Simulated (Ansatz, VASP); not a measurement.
SnO2 in VASP and in Ansatz

```
Sn O
1.0
     4.82779    0.00000    0.00000
     0.00000    4.82781    0.00000
     0.00000    0.00000    3.23790
Sn O
2 4
Direct
  0.50000 0.50000 0.50000
  0.00000 0.00000 0.00000
  0.33587 0.33592 0.00000
  0.83587 0.16408 0.50000
  0.16413 0.83592 0.50000
  0.66413 0.66408 0.00000
```

Alike in both runs: task single point; functional PBE; k mesh 6 × 6 × 8; occupations gaussian, width 0.05 eV; no spin polarisation.

|  | VASP | Ansatz |
| --- | --- | --- |
| version | VASP 6.6.1 | Ansatz 0.2.0 |
| potentials or method | VASP PAW PBE potentials, release 64 (Sn_d, O), cutoff 520 eV | scalar-relativistic, plane waves, PAW |
| valence electrons in the cell | 52 | 52 |

|  | VASP | Ansatz | Ansatz less VASP |
| --- | --- | --- | --- |
| gap on the k mesh at the Fermi level (eV) | 1.15 | 1.16 | +0.011 |
| least direct gap on the mesh (eV) | 1.15 | 1.16 | +0.011 |
| pressure (GPa) | 16.4 | 15.7 | -0.68 |
| traceless stress, the component that is largest in VASP (GPa) | 6.36 | 5.54 | -0.813 |
| rms of the force components (eV/Å) | 2.434 | 2.399 | -0.0352 |

Atom by atom the forces differ by 0.035 eV/Å (rms over components).
